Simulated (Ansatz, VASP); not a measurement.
Al: VASP beside Ansatz

The input POSCAR:

```
Al
1.0
    0.0000000000      2.0248050000      2.0248050000
    2.0248050000      0.0000000000      2.0248050000
    2.0248050000      2.0248050000      0.0000000000
Al
1
Direct
    0.0000000000      0.0000000000      0.0000000000
```

INCAR.step1

```
ALGO     = Normal         # electronic algorithm
EDIFF    = 1E-4           # SCF threshold, eV
ENCUT    = 600            # plane-wave cutoff, eV
GGA      = PE             # functional
ISMEAR   = 0              # smearing method
LASPH    = T              # aspherical terms in the spheres
LCHARG   = F              # write CHGCAR
LREAL    = F              # projectors in reciprocal space
LWAVE    = T              # write WAVECAR
NELM     = 60             # most SCF steps
PREC     = Accurate       # precision mode
SIGMA    = 0.5            # smearing width, eV
```

INCAR.step2

```
ALGO     = Normal         # electronic algorithm
EDIFF    = 1E-7           # SCF threshold, eV
EDIFFG   = -0.002         # ionic threshold
ENCUT    = 600            # plane-wave cutoff, eV
IBRION   = 2              # ionic algorithm
ISIF     = 3              # what is computed and relaxed
ISMEAR   = 0              # smearing method
ISTART   = 1            
LASPH    = T              # aspherical terms in the spheres
LCHARG   = F              # write CHGCAR
LMIXTAU  = T            
LREAL    = F              # projectors in reciprocal space
LWAVE    = F              # write WAVECAR
METAGGA  = R2SCAN         # meta-GGA
NELM     = 60             # most SCF steps
NSW      = 80             # ionic steps
PREC     = Accurate       # precision mode
SIGMA    = 0.5            # smearing width, eV
```

File KPOINTS:

```
k-points
0
Gamma
  30 30 30
```

Input for Ansatz:

```yaml
crystal:
  lattice:
    - [0.0, 2.024805, 2.024805]
    - [2.024805, 0.0, 2.024805]
    - [2.024805, 2.024805, 0.0]
  atoms:
    - { symbol: Al, position: [0.0, 0.0, 0.0] }
scf:
  occupations: { method: gaussian, width: 0.5 }
output:
  forces: true
  stress: true
hamiltonian:
  xc: r2scan
kpoints:
  mp_grid: { grid: [30, 30, 30] }
relax:
  f_tol: 0.002
  cell: { stress_tol: 0.02 }
```

Alike in both runs: task relaxation of cell and atoms; functional r2SCAN; k mesh 30 × 30 × 30; occupations gaussian, width 0.5 eV; no spin polarisation.

|  | VASP | Ansatz |
| --- | --- | --- |
| version | VASP 6.6.1 | Ansatz 0.2.0 |
| potentials or method | VASP PAW PBE potentials, release 64 (Al) | scalar-relativistic, plane waves, PAW |
| plane-wave cutoff (eV) | 600 | 500 |
| valence electrons in the cell | 3 | 3 |

VASP gave:

- relaxed volume (Å³/atom): 15.89
- relaxed cell length with the largest relative difference (Å): 2.822

Problem. What did Ansatz give for the same quantities?

Solution. Relaxed volume (Å³/atom): 15.95; relaxed cell length with the largest relative difference (Å): 2.826.

VASP's potentials were made for PBE, not for r2SCAN.
